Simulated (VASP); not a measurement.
# B in VASP: notebook

B is run at these levels: PBEsol; tasks: single point, relaxation of cell and atoms.

Program: VASP 6.6.1. These are calculated values, not measurements. Logs are shortened: lines on timing, memory, paths and dates and some standing lists are left out, and cuts for length are marked.

### 1 The cell of the first run

The typed cell holds 8 atoms: a = 4.287 Å, b = 4.287 Å, c = 3.423 Å, α = 76.52°, β = 76.52°, γ = 75.14°.

### 2 Single point, PBEsol

The input, INCAR:

```
PREC = Accurate ; ENCUT = 520
EDIFF = 1E-7 ; ISMEAR = 0
SIGMA = 0.1 ; LREAL = F
LASPH = T ; NELM = 60
ALGO = Normal ; ISIF = 2
LWAVE = F ; LCHARG = F
GGA = PS ; NBANDS = 22
```

The input, KPOINTS:

```
regular mesh
0
Gamma
  6 6 6
```

The input, POSCAR:

```
B
1.0
    2.6145313819      1.6672728946      2.9606780459
   -2.6134950630      1.6664891597      2.9620335650
    0.0009281705     -2.3573493258      2.4817117574
B
8
Direct
    0.2745238027      0.2254223689      0.2500318083
    0.2254899688      0.2745555862      0.7499835697
    0.3762422576      0.8762367848      0.0099264405
    0.1237558928      0.6237525796      0.9900392580
    0.6237522835      0.1237580607      0.4900496682
    0.8762451601      0.3762483290      0.5099640396
    0.7254657262      0.7745814614      0.2499688039
    0.7745249084      0.7254448294      0.7500364118
```

Potentials or basis: VASP PAW PBE potentials, release 64 (B).

The run is started by

```sh
cat potpaw_PBE.64/B/POTCAR > POTCAR
mpirun -np 1 vasp_std > vasp.out
```

OUTCAR:

```text
PREC = Accurate
   ENCUT = 520
   EDIFF = 1E-7
   ISMEAR = 0
   LREAL = F
   LASPH = T
   NELM = 60
   ISIF = 2
   GGA = PS

 ion  position               nearest neighbor table
   1  0.275  0.225  0.250-   2 1.73   2 1.73   6 1.77   4 1.77   5 1.78   3 1.78
   2  0.225  0.275  0.750-   1 1.73   1 1.73   5 1.77   3 1.77   4 1.78   6 1.78
   3  0.376  0.876  0.010-   4 1.74   8 1.77   2 1.77   1 1.78   7 1.78   5 2.06
   4  0.124  0.624  0.990-   3 1.74   7 1.77   1 1.77   2 1.78   8 1.78   6 2.06
   5  0.624  0.124  0.490-   6 1.74   2 1.77   8 1.77   7 1.78   1 1.78   3 2.06
   6  0.876  0.376  0.510-   5 1.74   1 1.77   7 1.77   8 1.78   2 1.78   4 2.06
   7  0.725  0.775  0.250-   8 1.73   8 1.73   4 1.77   6 1.77   5 1.78   3 1.78
   8  0.775  0.725  0.750-   7 1.73   7 1.73   3 1.77   5 1.77   4 1.78   6 1.78

  LATTYP: Found a base centered monoclinic cell.
 ALAT       =     6.7965052295
 B/A-ratio  =     0.7692227848
 C/A-ratio  =     1.2448975247
 COS(beta)  =    -0.9222187688

  Lattice vectors:

 A1 = (  -2.6145313819,  -1.6672728946,  -2.9606780459)
 A2 = (   2.6134950630,  -1.6664891597,  -2.9620335650)
 A3 = (   0.0019644894,   0.9764127285,   8.4044233683)

Analysis of symmetry for initial positions (statically):
=====================================================================
 Subroutine PRICEL returns:
 Original cell was already a primitive cell.

 Routine SETGRP: Setting up the symmetry group for a
 base centered monoclinic supercell.

 Subroutine GETGRP returns: Found  1 space group operations
 (whereof  1 operations were pure point group operations)
 out of a pool of  4 trial point group operations.

The static configuration has the point symmetry C_1 .

Analysis of symmetry for dynamics (positions and initial velocities):
=====================================================================
 Subroutine PRICEL returns:
 Original cell was already a primitive cell.

 Routine SETGRP: Setting up the symmetry group for a
 base centered monoclinic supercell.

 Subroutine GETGRP returns: Found  1 space group operations
 (whereof  1 operations were pure point group operations)
 out of a pool of  4 trial point group operations.

The dynamic configuration has the point symmetry C_1 .

 Subroutine INISYM returns: Found  1 space group operations
 (whereof  1 operations are pure point group operations),
 and found     1 'primitive' translations

----------------------------------------------------------------------------------------

                                     Primitive cell

  volume of cell :      58.1235

  direct lattice vectors                    reciprocal lattice vectors
     2.614531382  1.667272895  2.960678046     0.191287508  0.111636329  0.105970517
    -2.613495063  1.666489160  2.962033565    -0.191265995  0.111585997  0.106065784
     0.000928171 -2.357349326  2.481711757     0.000078805 -0.266364816  0.149930791

  length of vectors
     4.287328742  4.287328469  3.422862830     0.245526640  0.245528137  0.305662336

  position of ions in fractional coordinates (direct lattice)
     0.274523803  0.225422369  0.250031808
     0.225489969  0.274555586  0.749983570
     0.376242258  0.876236785  0.009926441
     0.123755893  0.623752580  0.990039258
     0.623752283  0.123758061  0.490049668
     0.876245160  0.376248329  0.509964040
     0.725465726  0.774581461  0.249968804
     0.774524908  0.725444829  0.750036412

  ion indices of the primitive-cell ions
   primitive index   ion index
                 1           1
                 2           2
                 3           3
                 4           4
                 5           5
                 6           6
                 7           7
                 8           8

----------------------------------------------------------------------------------------

 KPOINTS: regular mesh

Automatic generation of k-mesh.
 Grid dimensions read from file:
 generate k-points for:    6    6    6

 Generating k-lattice:

  Cartesian coordinates                     Fractional coordinates (reciprocal lattice)
     0.031881251  0.018606055  0.017661753     0.166666667  0.000000000  0.000000000
    -0.031877666  0.018597666  0.017677631     0.000000000  0.166666667  0.000000000
     0.000013134 -0.044394136  0.024988465     0.000000000  0.000000000  0.166666667

  Length of vectors
     0.040921107  0.040921356  0.050943723

  Shift w.r.t. Gamma in fractional coordinates (k-lattice)
     0.000000000  0.000000000  0.000000000

 Subroutine IBZKPT returns following result:
 ===========================================

 Found    112 irreducible k-points:

 Following reciprocal coordinates:
            Coordinates               Weight
  0.000000  0.000000  0.000000      1.000000
  0.166667  0.000000 -0.000000      2.000000
  0.333333  0.000000 -0.000000      2.000000
  0.500000  0.000000 -0.000000      1.000000
  0.000000  0.166667  0.000000      2.000000
  0.166667  0.166667 -0.000000      2.000000
[... 16 lines left out ...]
  0.333333  0.000000  0.166667      2.000000
  0.500000  0.000000  0.166667      2.000000
 [... further k-points ...]
   k-points           NKPTS =    112   k-points in BZ     NKDIM =    112   number of bands    NBANDS=     22
   number of dos      NEDOS =    301   number of ions     NIONS =      8
   total plane-waves  NPLWV =  28672
   dimension x,y,z NGX =    32 NGY =   32 NGZ =   28
   dimension x,y,z NGXF=    64 NGYF=   64 NGZF=   56
   ions per type =               8
   NGX,Y,Z   is equivalent  to a cutoff of  12.41, 12.41, 13.60 a.u.
   NGXF,Y,Z  is equivalent  to a cutoff of  24.82, 24.82, 27.20 a.u.
 SYSTEM =  unknown system
   PREC   = accura    normal or accurate (medium, high low for compatibility)
   ISTART =      0    job   : 0-new  1-cont  2-samecut
   ICHARG =      2    charge: 1-file 2-atom 10-const
   ISPIN  =      1    spin polarized calculation?
   LNONCOLLINEAR =      F non collinear calculations
   LSORBIT =      F    spin-orbit coupling
   LASPH  =      T    aspherical Exc in radial PAW
   ENCUT  =  520.0 eV  38.22 Ry    6.18 a.u.   7.97  7.97  6.36*2*pi/ulx,y,z
   NELM   =     60;   NELMIN=  2; NELMDL= -5     # of ELM steps
   EDIFF  = 0.1E-06   stopping-criterion for ELM
   LREAL  =      F    real-space projection
   EDIFFG = 0.1E-05   stopping-criterion for IOM
   NSW    =      0    number of steps for IOM
   IBRION =     -1    ionic relax: 0-MD 1-quasi-New 2-CG
   NFREE  =      0    steps in history (QN), initial steepest desc. (CG)
   ISIF   =      2    stress and relaxation
   ISYM   =      2    0-nonsym 1-usesym 2-fastsym
   POTIM  = 0.5000    time-step for ionic-motion
   TEBEG  =    0.0;   TEEND  =   0.0 temperature during run
   PSTRESS=    0.0 pullay stress
   NELECT =      24.0000    total number of electrons
   NUPDOWN=      -1.0000    fix difference up-down
   EMIN   =  10.00;   EMAX   =-10.00  energy-range for DOS
   EFERMI =   0.00;   METHOD = LEGACY
   ISMEAR =     0;   SIGMA  =   0.10  broadening in eV -4-tet -1-fermi 0-gaus
   EFERMI_NEDOS =   21; number of points for ismear=-14 and -15
   IALGO  =     38    algorithm
   IMIX   =      4    mixing-type and parameters
     AMIX     =   0.40;   BMIX     =  1.00
     AMIX_MAG =   1.60;   BMIX_MAG =  1.00
  volume/ion in A,a.u.               =       7.27        49.03
  Fermi-wavevector in a.u.,A,eV,Ry     =   1.219068  2.303705 20.219995  1.486128
  Thomas-Fermi vector in A             =   2.354333
   LORBIT       =      0    0 simple, 1 ext, 2 COOP (PROOUT), +10 PAW based schemes
   GGA     = PS    functional components
   LHFCALC =     F    Hartree Fock is set to
   AEXX    =    0.0000 exact exchange contribution
   IVDW    =     0    specifies the selected vdW correction
   LEPSILON=     F    determine dielectric tensor
   LRPA    =     F    only Hartree local field effects (RPA)
 non-spin polarized calculation
 Gauss-broadening in eV      SIGMA  =   0.10
  energy-cutoff  :      520.00
  volume of cell :       58.12
 maximum number of plane-waves:      1586
   NGX = 15   NGY = 15   NGZ = 13

 number of electron      24.0000000 magnetization

 Free energy of the ion-electron system (eV)
  ---------------------------------------------------
  ext. energy  EPLUGINS =         0.00000000
  ---------------------------------------------------
  free energy    TOTEN  =       -54.16628633 eV

  energy without entropy =      -54.16444823  energy(sigma->0) =      -54.16536728

 E-fermi :   6.1187     XC(G=0): -11.7118

 val. band max:        6.0220318779   @ k =  -0.3333  -0.3333   0.1667
 cond. band min:       6.1666923603   @ k =   0.3333   0.5000   0.3333
 fundamental gap:      0.1446604824
 Fermi energy:         6.1186954307

 k-point     1 :       0.0000    0.0000    0.0000
  band No.  band energies     occupation
      1      -9.7818      2.00000
      2      -4.8171      2.00000
      3      -4.2582      2.00000
      4      -1.5135      2.00000
      5      -0.3611      2.00000
      6       0.5029      2.00000
[... 14 lines left out ...]
     21      16.6273      0.00000
     22      16.9677      0.00000

 k-point     2 :       0.1667    0.0000   -0.0000
  band No.  band energies     occupation
      1      -9.6060      2.00000
      2      -5.8802      2.00000
      3      -3.2207      2.00000
      4      -1.5626      2.00000
      5      -0.7718      2.00000
      6       0.2349      2.00000
[... 14 lines left out ...]
     21      15.8319      0.00000
     22      16.1803      0.00000

 k-point     3 :       0.3333    0.0000   -0.0000
  band No.  band energies     occupation
      1      -9.0858      2.00000
      2      -7.1420      2.00000
      3      -1.9381      2.00000
      4      -1.5874      2.00000
      5      -0.7807      2.00000
      6      -0.6287      2.00000
[... 14 lines left out ...]
     21      14.7667      0.00000
     22      14.8405      0.00000

 k-point     4 :       0.5000    0.0000   -0.0000
  band No.  band energies     occupation
      1      -8.2463      2.00000
      2      -8.2459      2.00000
      3      -1.3247      2.00000
      4      -1.3245      2.00000
      5      -0.7116      2.00000
      6      -0.7114      2.00000
[... 14 lines left out ...]
     21      14.8188      0.00000
     22      14.8194      0.00000

 k-point     5 :       0.0000    0.1667    0.0000
  band No.  band energies     occupation
      1      -9.6060      2.00000
      2      -5.8802      2.00000
      3      -3.2207      2.00000
      4      -1.5625      2.00000
      5      -0.7721      2.00000
      6       0.2351      2.00000
[... 14 lines left out ...]
     21      15.8307      0.00000
     22      16.1809      0.00000

 k-point     6 :       0.1667    0.1667   -0.0000
  band No.  band energies     occupation
      1      -9.5437      2.00000
      2      -5.1122      2.00000
      3      -4.7157      2.00000
      4      -1.4803      2.00000
      5      -0.9502      2.00000
      6       0.4638      2.00000
[... 14 lines left out ...]
     21      15.4216      0.00000
     22      15.6733      0.00000

 k-point     7 :       0.3333    0.1667   -0.0000
  band No.  band energies     occupation
      1      -9.1542      2.00000
      2      -6.4459      2.00000
      3      -3.7783      2.00000
      4      -2.1024      2.00000
      5      -1.4097      2.00000
      6       0.2570      2.00000
[... 324 lines left out ...]
      6       0.3857      2.00000
[... 14 lines left out ...]
     21      13.9388      0.00000
     22      14.6749      0.00000

 k-point    21 :       0.0000    0.0000    0.1667
  band No.  band energies     occupation
      1      -9.4946      2.00000
      2      -4.6311      2.00000
      3      -4.1010      2.00000
      4      -2.9207      2.00000
      5      -0.2603      2.00000
      6       0.0362      2.00000
[... 14 lines left out ...]
     21      15.9479      0.00000
     22      17.4728      0.00000

 k-point    22 :       0.1667    0.0000    0.1667
  band No.  band energies     occupation
      1      -9.3917      2.00000
      2      -5.5426      2.00000
      3      -3.0248      2.00000
      4      -2.5584      2.00000
      5      -0.9313      2.00000
      6      -0.8735      2.00000
[... 14 lines left out ...]
     21      16.1979      0.00000
     22      16.5498      0.00000

 k-point    23 :       0.3333    0.0000    0.1667
  band No.  band energies     occupation
      1      -8.9407      2.00000
      2      -6.7098      2.00000
      3      -2.3520      2.00000
      4      -1.7663      2.00000
      5      -1.4651      2.00000
      6      -1.4285      2.00000
[... 14 lines left out ...]
     21      15.6163      0.00000
     22      15.9410      0.00000

 k-point    24 :       0.5000    0.0000    0.1667
  band No.  band energies     occupation
      1      -8.1573      2.00000
      2      -7.7976      2.00000
      3      -2.5041      2.00000
      4      -1.8559      2.00000
      5      -1.3544      2.00000
      6      -0.4852      2.00000
[... 14 lines left out ...]
     21      15.2826      0.00000
     22      15.7436      0.00000

 [... further k-points ...]

------------------------ aborting loop because EDIFF is reached ----------------------------------------

  FORCE on cell =-STRESS in cart. coord.  units (eV):
  Direction    XX          YY          ZZ          XY          YZ          ZX
  --------------------------------------------------------------------------------------
  -------------------------------------------------------------------------------------
  Total        0.1806327      0.0916080      0.0720129      0.0002722     -0.0163214      0.0023721
  in kB        4.9791518      2.5251819      1.9850415      0.0075031     -0.4499017      0.0653872
  external PRESSURE =       3.1631251 kB  Pullay stress =       0.0000000 kB

 VOLUME and BASIS-vectors are now :
 -----------------------------------------------------------------------------
  energy-cutoff  :      520.00
  volume of cell :       58.12
      direct lattice vectors                 reciprocal lattice vectors
     2.614531382  1.667272895  2.960678046     0.191287508  0.111636329  0.105970517
    -2.613495063  1.666489160  2.962033565    -0.191265995  0.111585997  0.106065784
     0.000928171 -2.357349326  2.481711757     0.000078805 -0.266364816  0.149930791

 POSITION                                       TOTAL-FORCE (eV/Angst)
 -----------------------------------------------------------------------------------
      0.12884      0.24396      2.10099         0.012279      0.001386     -0.000511
     -0.12730     -0.93448      3.34209        -0.013716     -0.000994     -0.000099
     -1.30633      2.06414      3.73401        -0.000644     -0.011818     -0.002718
     -1.30569     -1.08806      4.67097         0.000555      0.010549      0.003839
      1.30783      0.09099      3.42947         0.000744      0.011528      0.004187
      1.30812      0.88579      4.97432        -0.000640     -0.010675     -0.003728
     -0.12738      1.91112      5.06256        -0.011615     -0.002130      0.001148
      0.12977      0.73219      6.30329         0.013037      0.002154     -0.002117
 -----------------------------------------------------------------------------------
    total drift:                               -0.000000      0.000000     -0.000000

  FREE ENERGIE OF THE ION-ELECTRON SYSTEM (eV)
  ---------------------------------------------------
  free  energy   TOTEN  =       -54.1662863310 eV

  energy  without entropy=      -54.1644482346  energy(sigma->0) =      -54.16536728
```

It took 88 s on 1 thread of Intel Xeon Platinum 8375C at 2.90GHz (Ice Lake), shared host; peak memory 0.23 GiB.

Results:

```
Free energy            : -54.1663 eV
Pressure               : 0.3 GPa
Largest force          : 0.014 eV/Å
Band gap on the k mesh : zero (bands 12 and 13 overlap by 1.22 eV)
```

Forces on the atoms (eV/Å):
```
B    0.012  0.001 -0.001
B   -0.014 -0.001  0.000
B   -0.001 -0.012 -0.003
B    0.001  0.011  0.004
B    0.001  0.012  0.004
B   -0.001 -0.011 -0.004
B   -0.012 -0.002  0.001
B    0.013  0.002 -0.002
```

Stress tensor (GPa, compression positive):
```
 0.50  0.00  0.01
 0.00  0.25 -0.04
 0.01 -0.04  0.20
```

Levels at points of the mesh, in eV from the Fermi level:
| k point | band 10 | band 11 | band 12 | band 13 | band 14 | band 15 |
| --- | --- | --- | --- | --- | --- | --- |
| (0.00, 0.00, 0.00) | -4.05 | -3.26 | -2.73 | 0.73 | 1.38 | 4.26 |
| (0.50, 0.00, 0.00) | -3.69 | -1.47 | -1.46 | 2.33 | 2.33 | 6.12 |
| (0.00, 0.50, 0.00) | -3.69 | -1.47 | -1.47 | 2.33 | 2.33 | 6.12 |
| (0.50, 0.50, 0.00) | -2.17 | -2.15 | 0.71 | 0.83 | 4.42 | 4.53 |
| (0.00, 0.00, 0.50) | -3.40 | -2.04 | -2.04 | 2.24 | 2.24 | 2.41 |
| (0.50, 0.00, 0.50) | -2.88 | -2.51 | -1.06 | -0.45 | 2.24 | 4.30 |
| (0.00, 0.50, 0.50) | -2.88 | -2.51 | -1.06 | -0.45 | 2.24 | 4.31 |
| (0.50, 0.50, 0.50) | -1.54 | -0.61 | -0.61 | 3.25 | 3.25 | 4.51 |

Caveat: the PAW data sets were made with another functional, which shifts forces and pressure a little.

### 3 Single point, PBEsol

This run uses another cell than the first one: it holds 4 atoms, not 8.

The input, INCAR:

```
SYSTEM = B
PREC = Accurate
ENCUT = 520
EDIFF = 1E-7
ISMEAR = 0
SIGMA = 0.1
LREAL = .False.
LASPH = .True.
NELM = 80
ALGO = Normal
ISIF = 2
LWAVE = .False.
LCHARG = .False.
GGA = PS
NBANDS = 14
```

The input, KPOINTS:

```
Automatic mesh
0
Gamma
  16 16 14
  0 0 0
```

The input, POSCAR:

```
B
1.0
    1.7118594686     -2.6110251547      0.0057166282
    1.7118594686      2.6110251547      0.0057166282
   -0.7016517650      0.0000000000      3.2441609576
B
4
Direct
    0.2244524217      0.7755475783      0.5000000000
    0.7755475783      0.2244524217      0.5000000000
    0.3641268177      0.3641268177      0.7480529973
    0.6358731823      0.6358731823      0.2519470027
```

Potentials or basis: VASP PAW PBE potentials, release 64 (B).

The run is started by

```sh
cat potpaw_PBE.64/B/POTCAR > POTCAR
mpirun -np 1 vasp_std > vasp.out
```

Wall time 3.9 min (1 thread of Intel Xeon Platinum 8375C at 2.90GHz (Ice Lake), shared host); peak memory 0.37 GiB.

Results (log left out):

```
Free energy            : -27.0733 eV
Pressure               : 0.3 GPa
Largest force          : 0.010 eV/Å
Band gap on the k mesh : zero (bands 6 and 7 overlap by 1.37 eV)
```

Forces on the atoms (eV/Å):
```
B    0.000  0.009  0.000
B    0.000 -0.009  0.000
B   -0.003  0.000  0.010
B    0.003  0.000 -0.010
```

Stress tensor (GPa, compression positive):
```
0.33 0.00 0.05
0.00 0.45 0.00
0.05 0.00 0.16
```

Levels at points of the mesh, in eV from the Fermi level:
```
           k point  band 2  band 3  band 4  band 5  band 6  band 7  band 8  band 9  band 10  band 11
(0.00, 0.00, 0.00)   -5.61   -4.40   -4.06   -3.25   -2.75    1.32    4.25    6.20     6.46     6.83
(0.50, 0.00, 0.00)  -11.99   -5.70   -3.98   -2.47   -1.02   -0.52    4.97    6.29     7.85    10.55
(0.50, 0.50, 0.00)  -11.73   -7.70   -4.47   -2.64   -2.16    0.88    5.33    6.68     8.59     9.06
(0.00, 0.00, 0.50)  -10.42   -5.71   -3.24   -2.13    0.63    4.45    4.53    4.80     6.40     7.81
(0.50, 0.00, 0.50)  -11.18   -7.10   -5.60   -4.62   -2.83    2.24    4.28    7.94     8.27    11.75
(0.50, 0.50, 0.50)  -10.38   -7.63   -6.49   -5.50   -4.45    0.65    6.23    8.78    10.91    11.89
```

Caveat: the PAW data sets were made with another functional, which shifts forces and pressure a little.

(Part 1 of 3 ends here.)
